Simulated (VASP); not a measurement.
# HfO2: single point with PBE

HfO2:

```
Hf O
1.0
     3.25014    0.00000    0.00000
    -1.62507    2.81471    0.00000
     0.00000    0.00000    5.49666
Hf O
1 2
Direct
  0.00000 0.00000 0.00000
  0.33333 0.66667 0.17659
  0.66667 0.33333 0.82341
```

* Program: VASP 6.6.1
* Task: single point
* Functional: PBE
* Potentials or basis: VASP PAW PBE potentials, release 64 (Hf_pv, O)
* Cutoff: 520 eV
* k mesh: 12 × 12 × 6
* Occupations: gaussian, width 0.05 eV
* Spin: no spin polarisation

```json
{
  "Pressure": "-1.9 GPa",
  "Largest force": "0.198 eV/Å",
  "Band gap on the k mesh": "4.76 eV (least direct gap 5.00 eV)"
}
```

Forces in eV/Å, atoms in the order of the input:
```
Hf   0.000  0.000  0.000
O    0.000  0.000 -0.198
O    0.000  0.000  0.198
```

Stress tensor (GPa, compression positive):
```
-2.20  0.00  0.00
 0.00 -2.20  0.00
 0.00  0.00 -1.28
```

Levels at points of the mesh, in eV from the valence-band top:
```csv
k point,band 8,band 9,band 10,band 11,band 12,band 13,band 14,band 15
"(0.00, 0.00, 0.00)",-3.34,-0.42,-0.28,-0.28,5.09,5.09,5.20,7.60
"(0.50, 0.00, 0.00)",-1.77,-1.32,-1.02,-0.53,4.76,5.93,7.07,9.74
"(0.00, 0.00, 0.50)",-3.07,-0.89,-0.29,-0.29,5.08,5.08,5.90,7.82
"(0.50, 0.00, 0.50)",-1.88,-1.25,-1.00,-0.35,4.85,6.06,7.06,9.53
```

Run time: 120 s on 1 thread of AMD EPYC 7R13, on a shared host, peak memory 0.2 GiB.

Caveat: spin-orbit coupling is left out, which moves the levels of the heavy elements. A k mesh can miss the band edges.
